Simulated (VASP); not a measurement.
Crystal: CsLiCr2Te2S3.

```
CELL_PARAMETERS angstrom
3.42162 -5.18069 0.00784
3.42162 5.18069 0.00784
-2.90411 0.00000 7.43093
ATOMIC_POSITIONS crystal
Cs 0.09374 0.09374 0.00853
Li 0.58875 0.58875 0.55336
Cr 0.05646 0.46755 0.55790
Cr 0.46755 0.05646 0.55790
Te 0.56486 0.87357 0.29035
Te 0.87357 0.56486 0.29035
S 0.81151 0.39697 0.73347
S 0.39697 0.81151 0.73347
S 0.21404 0.21404 0.48371
```

| Property | Result |
| --- | --- |
| Program | VASP 6.6.1 |
| Task | relaxation of cell and atoms |
| Functional | PBE |
| Dispersion | D3 |
| Potentials or basis | VASP PAW PBE potentials, release 64 (Cs_sv, Li_sv, Cr_pv, Te, S) |
| Cutoff | 600 eV |
| k mesh | 5 × 5 × 4 |
| Occupations | fermi-dirac, width 0.05 eV |
| Spin | collinear spin, ferromagnetic start |
| Starting moments | [0.0, 0.0, 3.0, 3.0, 0.0, 0.0, 0.0, 0.0, 0.0] μB |

At the start: pressure -0.8 GPa; volume 29.30 Å³/atom.

Where does the relaxation end?

Over 22 steps the energy falls by 8.0 meV/atom and the volume is 27.43 Å³/atom (-6.4 %); space group Cm (No. 8, to 0.1 Å) before and after; moment 4.04 μB per cell.

Step by step:
| step | energy change (eV) | largest force (eV/Å) | pressure (GPa) | volume (Å³) |
| --- | --- | --- | --- | --- |
| 1 | 0.0000 | 0.1214 | -0.84 | 263.68 |
| 2 | -0.0176 | 0.2059 | 0.05 | 257.83 |
| 3 | -0.0176 | 0.2074 | 0.02 | 257.80 |
| 4 | -0.0260 | 0.1684 | 0.03 | 256.59 |
| 5 | -0.0426 | 0.1560 | 0.02 | 252.98 |
| 6 | -0.0379 | 0.3137 | 0.13 | 245.85 |
| 7 | -0.0467 | 0.2230 | 0.05 | 249.99 |
| 8 | -0.0536 | 0.1085 | 0.02 | 249.06 |
| 9 | -0.0560 | 0.1386 | 0.00 | 248.12 |
| 10 | -0.0602 | 0.1107 | 0.03 | 247.70 |
| 11 | -0.0646 | 0.1420 | 0.11 | 246.82 |
| 12 | -0.0685 | 0.0561 | 0.00 | 247.29 |
| 13 | -0.0689 | 0.0562 | -0.05 | 247.49 |
| 14 | -0.0699 | 0.0483 | 0.00 | 247.29 |
| 15 | -0.0701 | 0.0589 | 0.05 | 247.10 |
| 16 | -0.0708 | 0.0314 | 0.00 | 247.32 |
| 17 | -0.0709 | 0.0370 | -0.01 | 247.44 |
| 18 | -0.0714 | 0.0233 | -0.03 | 247.41 |
| 19 | -0.0716 | 0.0484 | -0.04 | 247.36 |
| 20 | -0.0719 | 0.0340 | -0.03 | 247.16 |
| 21 | -0.0720 | 0.0213 | 0.01 | 246.83 |
| 22 | -0.0720 | 0.0193 | 0.02 | 246.88 |

Final structure:
```yaml
crystal:
  lattice:
    - [3.38132, -5.12546, 0.07294]
    - [3.38132, 5.12546, 0.07294]
    - [-2.72625, 0.00000, 7.06374]
  atoms:
    - { symbol: Cs, position: [0.10260, 0.10260, 0.99194] }
    - { symbol: Li, position: [0.58631, 0.58631, 0.55707] }
    - { symbol: Cr, position: [0.06079, 0.47513, 0.56137] }
    - { symbol: Cr, position: [0.47513, 0.06079, 0.56137] }
    - { symbol: Te, position: [0.55719, 0.86053, 0.27680] }
    - { symbol: Te, position: [0.86053, 0.55719, 0.27680] }
    - { symbol: S, position: [0.81112, 0.40389, 0.74571] }
    - { symbol: S, position: [0.40389, 0.81112, 0.74571] }
    - { symbol: S, position: [0.20989, 0.20989, 0.49224] }
```

Caveat: the cutoff is under 1.25 times the usual one of these potentials, so pressure, stress and relaxed cells hold a basis-set (Pulay) error; only a ferromagnetic start was run, and an antiferromagnetic order may lie lower in energy.
